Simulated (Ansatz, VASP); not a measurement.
**Two plane-wave programs on PtSe2**

```xyz
3
Lattice="3.7594 0.0000 0.0000 -1.8797 3.2557 0.0000 0.0000 0.0000 4.8686" Properties=species:S:1:pos:R:3 pbc="T T T"
Pt    0.0000    0.0000    0.0000
Se    1.8797    1.0852    3.5997
Se    0.0000    2.1705    1.2689
```

Alike in both runs: task relaxation of cell and atoms; functional PBEsol; k mesh 12 × 12 × 10; occupations gaussian, width 0.1 eV; no spin polarisation.

|  | VASP | Ansatz |
| --- | --- | --- |
| version | VASP 6.6.1 | Ansatz 0.2.0 |
| potentials or method | VASP PAW PBE potentials, release 64 (Pt, Se), cutoff 600 eV | scalar-relativistic, plane waves, PAW |
| valence electrons in the cell | 22 | 50 |

Ansatz gave:

* gap on the k mesh at the Fermi level, each at its own relaxed structure (eV): none
* relaxed volume (Å³/atom): 19.86
* relaxed length of the cell vector where the two differ most in proportion (Å): 3.759

Task: What did VASP give for the same quantities?

Result: gap on the k mesh at the Fermi level, each at its own relaxed structure (eV): none; relaxed volume (Å³/atom): 19.88; relaxed length of the cell vector where the two differ most in proportion (Å): 3.760.

VASP's potentials were made for PBE, not for PBEsol. A gap of «none» marks a metal or a gap that the smearing closes. VASP's potentials hold 22 valence electrons a cell and Ansatz's 50, so a difference there can come from the potentials and not from the codes.

Neither program's run includes spin-orbit coupling.
